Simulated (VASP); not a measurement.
A run of VASP 6.6.1 is set up as follows.

File INCAR:

```
ALGO = Normal
EDIFF = 1E-6
ENCUT = 520
GGA = PS
ISIF = 2
ISMEAR = 0
LASPH = T
LCHARG = F
LREAL = F
LWAVE = F
NBANDS = 16
NELM = 60
PREC = Accurate
SIGMA = 0.01
```

The input KPOINTS:

```
k-points
0
Gamma
  8 8 6
```

POSCAR

```
SiC
1.0
    3.0603925614      0.0000000000      0.0000000000
   -1.5301962807      2.6503777037      0.0000000000
    0.0000000000      0.0000000000      5.0222993595
Si C
2 2
Direct
    0.3333333333      0.6666666667      0.0045933970
    0.6666666667      0.3333333333      0.5045933970
    0.3333333333      0.6666666667      0.3804066030
    0.6666666667      0.3333333333      0.8804066030
```

Potentials or basis: VASP PAW PBE potentials, release 64 (Si, C).

Launch:

```sh
$ cat potpaw_PBE.64/Si/POTCAR potpaw_PBE.64/C/POTCAR > POTCAR
$ mpirun -np 1 vasp_std > vasp.out
```

Question: Predict the pressure.

Answer: 3.8 GPa.

Question: Estimate the band gap on the k mesh.

Answer: 2.35 eV, indirect (least direct gap 3.88 eV).

Forces in eV/Å, atoms in the order of the input:
```
Si   0.000  0.000  0.002
Si   0.000  0.000  0.002
C    0.000  0.000 -0.002
C    0.000  0.000 -0.002
```

Caveat: the PAW data sets were made with another functional, which shifts forces and pressure a little. A k mesh can miss the band edges.
